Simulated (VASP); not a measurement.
# La2O3 (P-3m1) in VASP: a series of runs, part 2 of 3

VASP 6.6.1. The steps go on from the part before.

## 4. Single point, r2SCAN+rVV10

This run uses another cell than the first one, of 16.24 Å³/atom.

File POSCAR:

```
La2O3
1.0
    3.9287494158      0.0000000000      0.0000000000
   -1.9643747079      3.4023967991      0.0000000000
    0.0000000000      0.0000000000      6.0743764812
La O
2 3
Direct
    0.6666666667      0.3333333333      0.7549335485
    0.3333333333      0.6666666667      0.2450664515
    0.6666666667      0.3333333333      0.3532205774
    0.3333333333      0.6666666667      0.6467794226
    0.0000000000      0.0000000000      0.0000000000
```

File INCAR.step1:

```
SYSTEM = La2O3
PREC = Accurate ; ENCUT = 520
ISMEAR = 0 ; SIGMA = 0.01
LREAL = .False. ; LASPH = .True.
NELM = 100 ; NBANDS = 28
GGA = PE ; ALGO = Normal
EDIFF = 1E-4 ; LWAVE = .True.
LCHARG = .False.
```

File INCAR.step2:

```
SYSTEM = La2O3
PREC = Accurate ; ENCUT = 520
EDIFF = 1E-7 ; ISMEAR = 0
SIGMA = 0.01 ; LREAL = .False.
LASPH = .True. ; NELM = 100
ALGO = Normal ; ISIF = 2
LWAVE = .False. ; LCHARG = .False.
METAGGA = R2SCAN ; LMIXTAU = .True.
LUSE_VDW = .True. ; IVDW_NL = 2
BPARAM = 11.95 ; CPARAM = 0.0093
NBANDS = 28 ; ISTART = 1
```

File KPOINTS:

```
Automatic mesh
0
Gamma
  6 6 4
  0 0 0
```

Potentials or basis: VASP PAW PBE potentials, release 64 (La, O).

Run with:

```sh
> cat potpaw_PBE.64/La/POTCAR potpaw_PBE.64/O/POTCAR > POTCAR
> cp INCAR.step1 INCAR
> mpirun -np 1 vasp_std > vasp.out
> cp INCAR.step2 INCAR
> mpirun -np 1 vasp_std > vasp.out
```

OUTCAR:

```text
SYSTEM = La2O3
   PREC = Accurate
   ENCUT = 520
   EDIFF = 1E-7
   ISMEAR = 0
   LREAL = .False.
   LASPH = .True.
   NELM = 100
   ISIF = 2
   METAGGA = R2SCAN
   IVDW_NL = 2
   BPARAM = 11.95
   ISTART = 1

 ion  position               nearest neighbor table
   1  0.667  0.333  0.755-   4 2.36   4 2.36   4 2.36   3 2.44   5 2.71   5 2.71   5 2.71
   2  0.333  0.667  0.245-   3 2.36   3 2.36   3 2.36   4 2.44   5 2.71   5 2.71   5 2.71
   3  0.667  0.333  0.353-   2 2.36   2 2.36   2 2.36   1 2.44
   4  0.333  0.667  0.647-   1 2.36   1 2.36   1 2.36   2 2.44
   5  0.000  0.000  0.000-   1 2.71   2 2.71   2 2.71   1 2.71   1 2.71   2 2.71

  LATTYP: Found a hexagonal cell.
 ALAT       =     3.9287494158
 C/A-ratio  =     1.5461348735

  Lattice vectors:

 A1 = (   3.9287494158,   0.0000000000,   0.0000000000)
 A2 = (  -1.9643747079,   3.4023967991,   0.0000000000)
 A3 = (   0.0000000000,   0.0000000000,   6.0743764812)

Analysis of symmetry for initial positions (statically):
=====================================================================
 Subroutine PRICEL returns:
 Original cell was already a primitive cell.

 Routine SETGRP: Setting up the symmetry group for a
 hexagonal supercell.

 Subroutine GETGRP returns: Found 12 space group operations
 (whereof 12 operations were pure point group operations)
 out of a pool of 24 trial point group operations.

The static configuration has the point symmetry D_3d.

Analysis of symmetry for dynamics (positions and initial velocities):
=====================================================================
 Subroutine PRICEL returns:
 Original cell was already a primitive cell.

 Routine SETGRP: Setting up the symmetry group for a
 hexagonal supercell.

 Subroutine GETGRP returns: Found 12 space group operations
 (whereof 12 operations were pure point group operations)
 out of a pool of 24 trial point group operations.

The dynamic configuration has the point symmetry D_3d.

 Subroutine INISYM returns: Found 12 space group operations
 (whereof 12 operations are pure point group operations),
 and found     1 'primitive' translations

----------------------------------------------------------------------------------------

                                     Primitive cell

  volume of cell :      81.1972

  direct lattice vectors                    reciprocal lattice vectors
     3.928749416  0.000000000  0.000000000     0.254533923  0.146955229  0.000000000
    -1.964374708  3.402396799  0.000000000     0.000000000  0.293910458  0.000000000
     0.000000000  0.000000000  6.074376481     0.000000000  0.000000000  0.164625950

  length of vectors
     3.928749416  3.928749416  6.074376481     0.293910458  0.293910458  0.164625950

  position of ions in fractional coordinates (direct lattice)
     0.666666667  0.333333333  0.754933548
     0.333333333  0.666666667  0.245066452
     0.666666667  0.333333333  0.353220577
     0.333333333  0.666666667  0.646779423
     0.000000000  0.000000000  0.000000000

  ion indices of the primitive-cell ions
   primitive index   ion index
                 1           1
[... 27 lines left out ...]
 ===========================================

 Found     24 irreducible k-points:

 Following reciprocal coordinates:
            Coordinates               Weight
  0.000000  0.000000  0.000000      1.000000
  0.166667  0.000000  0.000000      6.000000
  0.333333  0.000000  0.000000      6.000000
  0.500000  0.000000  0.000000      3.000000
  0.166667  0.166667  0.000000      6.000000
  0.333333  0.166667  0.000000     12.000000
[... 16 lines left out ...]
  0.333333  0.166667  0.500000     12.000000
  0.333333  0.333333  0.500000      2.000000
   k-points           NKPTS =     24   k-points in BZ     NKDIM =     24   number of bands    NBANDS=     28
   number of dos      NEDOS =    301   number of ions     NIONS =      5
   total plane-waves  NPLWV =  43200
   dimension x,y,z NGX =    30 NGY =   30 NGZ =   48
   dimension x,y,z NGXF=    60 NGYF=   60 NGZF=   96
   ions per type =               2   3
   NGX,Y,Z   is equivalent  to a cutoff of  12.69, 12.69, 13.14 a.u.
   NGXF,Y,Z  is equivalent  to a cutoff of  25.39, 25.39, 26.27 a.u.
 SYSTEM =  La2O3
   PREC   = accura    normal or accurate (medium, high low for compatibility)
   ISTART =      1    job   : 0-new  1-cont  2-samecut
   ICHARG =      0    charge: 1-file 2-atom 10-const
   ISPIN  =      1    spin polarized calculation?
   LNONCOLLINEAR =      F non collinear calculations
   LSORBIT =      F    spin-orbit coupling
   LASPH  =      T    aspherical Exc in radial PAW
   ENCUT  =  520.0 eV  38.22 Ry    6.18 a.u.   7.30  7.30 11.29*2*pi/ulx,y,z
   NELM   =    100;   NELMIN=  2; NELMDL=  0     # of ELM steps
   EDIFF  = 0.1E-06   stopping-criterion for ELM
   LREAL  =      F    real-space projection
   EDIFFG = 0.1E-05   stopping-criterion for IOM
   NSW    =      0    number of steps for IOM
   IBRION =     -1    ionic relax: 0-MD 1-quasi-New 2-CG
   NFREE  =      0    steps in history (QN), initial steepest desc. (CG)
   ISIF   =      2    stress and relaxation
   ISYM   =      2    0-nonsym 1-usesym 2-fastsym
   POTIM  = 0.5000    time-step for ionic-motion
   TEBEG  =    0.0;   TEEND  =   0.0 temperature during run
   PSTRESS=    0.0 pullay stress
   NELECT =      40.0000    total number of electrons
   NUPDOWN=      -1.0000    fix difference up-down
   EMIN   =  10.00;   EMAX   =-10.00  energy-range for DOS
   EFERMI =   0.00;   METHOD = LEGACY
   ISMEAR =     0;   SIGMA  =   0.01  broadening in eV -4-tet -1-fermi 0-gaus
   EFERMI_NEDOS =   21; number of points for ismear=-14 and -15
   IALGO  =     38    algorithm
   IMIX   =      4    mixing-type and parameters
     AMIX     =   0.40;   BMIX     =  1.00
     AMIX_MAG =   1.60;   BMIX_MAG =  1.00
  volume/ion in A,a.u.               =      16.24       109.59
  Fermi-wavevector in a.u.,A,eV,Ry     =   1.292948  2.443318 22.745068  1.671715
  Thomas-Fermi vector in A             =   2.424624
   LORBIT       =      0    0 simple, 1 ext, 2 COOP (PROOUT), +10 PAW based schemes
   METAGGA = R2SCAN    functional components
   LHFCALC =     F    Hartree Fock is set to
   AEXX    =    0.0000 exact exchange contribution
   IVDW_NL    =     2    kernel type
   BPARAM     =11.9500
   IVDW    =     0    specifies the selected vdW correction
   LEPSILON=     F    determine dielectric tensor
   LRPA    =     F    only Hartree local field effects (RPA)
 non-spin polarized calculation
 Gauss-broadening in eV      SIGMA  =   0.01
  energy-cutoff  :      520.00
  volume of cell :       81.20
 maximum number of plane-waves:      2219
 NGX is ok and might be reduce to    30
   NGX = 15   NGY = 15   NGZ = 23

 number of electron      39.9999992 magnetization

 Free energy of the ion-electron system (eV)
  ---------------------------------------------------
  ext. energy  EPLUGINS =         0.00000000
  ---------------------------------------------------
  free energy    TOTEN  =       -95.15472315 eV

  energy without entropy =      -95.15472315  energy(sigma->0) =      -95.15472315

 E-fermi :   5.8297     XC(G=0): -11.2024

 val. band max:        5.7793956618   @ k =   0.5000   0.0000   0.5000
 cond. band min:       9.9682810233   @ k =   0.3333   0.3333   0.0000
 fundamental gap:      4.1888853614
 Fermi energy:         5.8297399553

 k-point     1 :       0.0000    0.0000    0.0000
  band No.  band energies     occupation
      1     -24.9130      2.00000
      2     -24.6423      2.00000
      3     -12.0557      2.00000
      4     -10.9221      2.00000
      5     -10.4338      2.00000
      6      -7.9085      2.00000
[... 733 lines left out ...]
     27      11.8700      0.00000
     28      11.8891      0.00000

------------------------ aborting loop because EDIFF is reached ----------------------------------------

  FORCE on cell =-STRESS in cart. coord.  units (eV):
  Direction    XX          YY          ZZ          XY          YZ          ZX
  --------------------------------------------------------------------------------------
  -------------------------------------------------------------------------------------
  Total       -0.1170196     -0.1170196     -0.0561058     -0.0000000      0.0000000     -0.0000000
  in kB       -2.3090222     -2.3090222     -1.1070755     -0.0000000      0.0000000     -0.0000000
  external PRESSURE =      -1.9083733 kB  Pullay stress =       0.0000000 kB

 VOLUME and BASIS-vectors are now :
 -----------------------------------------------------------------------------
  energy-cutoff  :      520.00
  volume of cell :       81.20
      direct lattice vectors                 reciprocal lattice vectors
     3.928749416  0.000000000  0.000000000     0.254533923  0.146955229  0.000000000
    -1.964374708  3.402396799  0.000000000     0.000000000  0.293910458  0.000000000
     0.000000000  0.000000000  6.074376481     0.000000000  0.000000000  0.164625950

 POSITION                                       TOTAL-FORCE (eV/Angst)
 -----------------------------------------------------------------------------------
      1.96437      1.13413      4.58575         0.000000      0.000000     -0.022785
     -0.00000      2.26826      1.48863        -0.000000     -0.000000      0.022785
      1.96437      1.13413      2.14559        -0.000000     -0.000000     -0.004823
     -0.00000      2.26826      3.92878         0.000000      0.000000      0.004823
      0.00000      0.00000      0.00000         0.000000      0.000000      0.000000
 -----------------------------------------------------------------------------------
    total drift:                                0.000000      0.000000     -0.000000

  FREE ENERGIE OF THE ION-ELECTRON SYSTEM (eV)
  ---------------------------------------------------
  free  energy   TOTEN  =       -95.1547231480 eV

  energy  without entropy=      -95.1547231480  energy(sigma->0) =      -95.15472315
```

It took 7.4 min on 1 thread of AMD EPYC 7R43 (Zen 3), shared host; peak memory 0.36 GiB.

Results:

| Quantity | Value |
| --- | --- |
| Free energy | -95.1547 eV |
| Pressure | -0.2 GPa |
| Largest force | 0.023 eV/Å |
| Band gap on the k mesh | 4.19 eV (least direct gap 4.31 eV) |

Forces in eV/Å, atoms in the order of the input:
```
La   0.000  0.000 -0.023
La   0.000  0.000  0.023
O    0.000  0.000 -0.005
O    0.000  0.000  0.005
O    0.000  0.000  0.000
```

Stress tensor (GPa, compression positive):
```
-0.23  0.00  0.00
 0.00 -0.23  0.00
 0.00  0.00 -0.11
```

Levels at points of the mesh, in eV from the valence-band top:
```tsv
k point	band 17	band 18	band 19	band 20	band 21	band 22	band 23	band 24
(0.00, 0.00, 0.00)	-1.68	-0.41	-0.41	-0.13	4.76	5.08	5.08	5.78
(0.50, 0.00, 0.00)	-0.75	-0.67	-0.44	-0.30	4.27	5.27	5.79	5.87
(0.00, 0.00, 0.50)	-1.01	-0.80	-0.30	-0.30	5.23	5.25	5.25	5.58
(0.50, 0.00, 0.50)	-0.96	-0.73	-0.38	0.00	4.94	5.08	5.75	5.86
```

Caveat: the PAW data sets were made with another functional, which shifts forces and pressure a little; spin-orbit coupling is left out, which moves the levels of the heavy elements.

## 5. Relaxation of cell and atoms, PBE

This run uses another cell than the first one, of 16.36 Å³/atom.

File INCAR:

```
SYSTEM = La2O3
ALGO = Normal
EDIFF = 1E-6
EDIFFG = -0.01
ENCUT = 600
GGA = PE
IBRION = 2
ISIF = 3
ISMEAR = 0
LASPH = .TRUE.
LCHARG = .FALSE.
LREAL = .FALSE.
LWAVE = .FALSE.
NELM = 80
NSW = 80
PREC = Accurate
SIGMA = 0.01
```

File KPOINTS:

```
k-points
0
G
  6 6 4
  0 0 0
```

File POSCAR:

```
La2O3
1.0
    3.9307778800      0.0000000000      0.0000000000
   -1.9653889400      3.4041535000      0.0000000000
    0.0000000000      0.0000000000      6.1119535200
La O
2 3
Direct
    0.6666666698      0.3333333294      0.7537643202
    0.3333333302      0.6666666706      0.2462356798
    0.6666666698      0.3333333294      0.3541093503
    0.3333333302      0.6666666706      0.6458906497
    0.0000000000      0.0000000000      0.0000000000
```

Run with:

```sh
> cat potpaw_PBE.64/La/POTCAR potpaw_PBE.64/O/POTCAR > POTCAR
> mpirun -np 1 vasp_std > vasp.out
```

Wall time 5.8 min (1 thread of AMD EPYC 7R43 (Zen 3), shared host); peak memory 0.23 GiB.

Results (log left out):

```yaml
Free_energy: -41.8309 eV
Relaxed_volume: 16.59 Å³/atom
Relaxed_cell: a = 3.937 Å, b = 3.937 Å, c = 6.179 Å, α = 90.00°, β = 90.00°, γ = 120.00°
Space_group_after_relaxing_to_0.1_Å: P-3m1 (No. 164)
Energy_gained_by_relaxing: 1.1 meV/atom
Ionic_steps: 11
Pressure_after_relaxing: 0.0 GPa
Largest_force_after_relaxing: 0.008 eV/Å
Band_gap_on_the_k_mesh: 3.86 eV (least direct gap 3.98 eV)
```

Forces on the atoms (eV/Å):
```
La   0.000  0.000 -0.005
La   0.000  0.000  0.005
O    0.000  0.000  0.008
O    0.000  0.000 -0.008
O    0.000  0.000  0.000
```

Step by step:
| step | energy change (eV) | largest force (eV/Å) | pressure (GPa) | volume (Å³) |
| --- | --- | --- | --- | --- |
| 1 | 0.0000 | 0.0122 | 1.46 | 81.78 |
| 2 | -0.0010 | 0.1575 | -1.29 | 83.57 |
| 3 | -0.0043 | 0.0853 | -0.03 | 82.73 |
| 4 | -0.0052 | 0.0166 | -0.03 | 82.83 |
| 5 | -0.0054 | 0.0264 | -0.03 | 82.89 |
| 6 | -0.0054 | 0.0291 | -0.01 | 82.90 |
| 7 | -0.0054 | 0.0388 | -0.01 | 82.92 |
| 8 | -0.0054 | 0.0319 | -0.01 | 82.90 |
| 9 | -0.0056 | 0.0244 | -0.01 | 82.91 |
| 10 | -0.0056 | 0.0178 | 0.00 | 82.92 |
| 11 | -0.0057 | 0.0085 | 0.00 | 82.93 |

Final structure:
```
CELL_PARAMETERS angstrom
3.93652 0.00000 0.00000
-1.96826 3.40912 0.00000
0.00000 0.00000 6.17939
ATOMIC_POSITIONS crystal
La 0.66667 0.33333 0.75282
La 0.33333 0.66667 0.24718
O 0.66667 0.33333 0.35439
O 0.33333 0.66667 0.64561
O 0.00000 0.00000 0.00000
```

Levels at points of the mesh, in eV from the valence-band top:
```csv
k point,band 18,band 19,band 20,band 21,band 22,band 23
"(0.00, 0.00, 0.00)",-0.34,-0.34,-0.09,4.28,4.62,4.62
"(0.50, 0.00, 0.00)",-0.64,-0.40,-0.28,3.86,4.69,5.12
"(0.00, 0.00, 0.50)",-0.75,-0.26,-0.26,4.67,4.74,4.74
"(0.50, 0.00, 0.50)",-0.68,-0.35,0.00,4.38,4.60,5.02
```

Caveat: spin-orbit coupling is left out, which moves the levels of the heavy elements. A k mesh can miss the band edges.

[end of part 2 of 3]
